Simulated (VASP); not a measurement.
Here is a VASP 6.6.1 calculation.

INCAR

```
PREC = Accurate
ENCUT = 520
EDIFF = 1E-6
ISMEAR = -1
SIGMA = 0.05
LREAL = F
LASPH = T
NELM = 150
ALGO = Normal
ISIF = 2
LWAVE = F
LCHARG = F
LMAXMIX = 4
LDAU = T
LDAUTYPE = 2
LDAUL = 2 -1
LDAUU = 5 0
LDAUJ = 0 0
LDAUPRINT = 1
GGA = PE
NBANDS = 16
```

File KPOINTS:

```
regular mesh
0
Gamma
  10 10 9
```

Contents of POSCAR:

```
WC
1.0
    2.9264477289      0.0000000000      0.0000000000
   -1.4632238644      2.5343780761      0.0000000000
    0.0000000000      0.0000000000      2.8443359818
W C
1 1
Direct
    0.0000000000      0.0000000000      0.0000000000
    0.6666666667      0.3333333333      0.5000000000
```

Potentials or basis: VASP PAW PBE potentials, release 64 (W_sv, C).

Launch:

```sh
$ cat potpaw_PBE.64/W_sv/POTCAR potpaw_PBE.64/C/POTCAR > POTCAR
$ mpirun -np 1 vasp_std > vasp.out
```

Task: Estimate the band gap on the k mesh.

Result: Zero (band 9 reaches 11.82 eV, above the bottom of band 10 at 10.85 eV).

Task: Predict the pressure.

Result: 11.3 GPa.

Stress tensor (GPa, compression positive):
```
10.16  0.00  0.00
 0.00 10.16  0.00
 0.00  0.00 13.62
```

Caveat: spin-orbit coupling is left out, which moves the levels of the heavy elements; U without spin polarisation on a metal has little footing; the U is typed as a test and isn't derived for this compound.
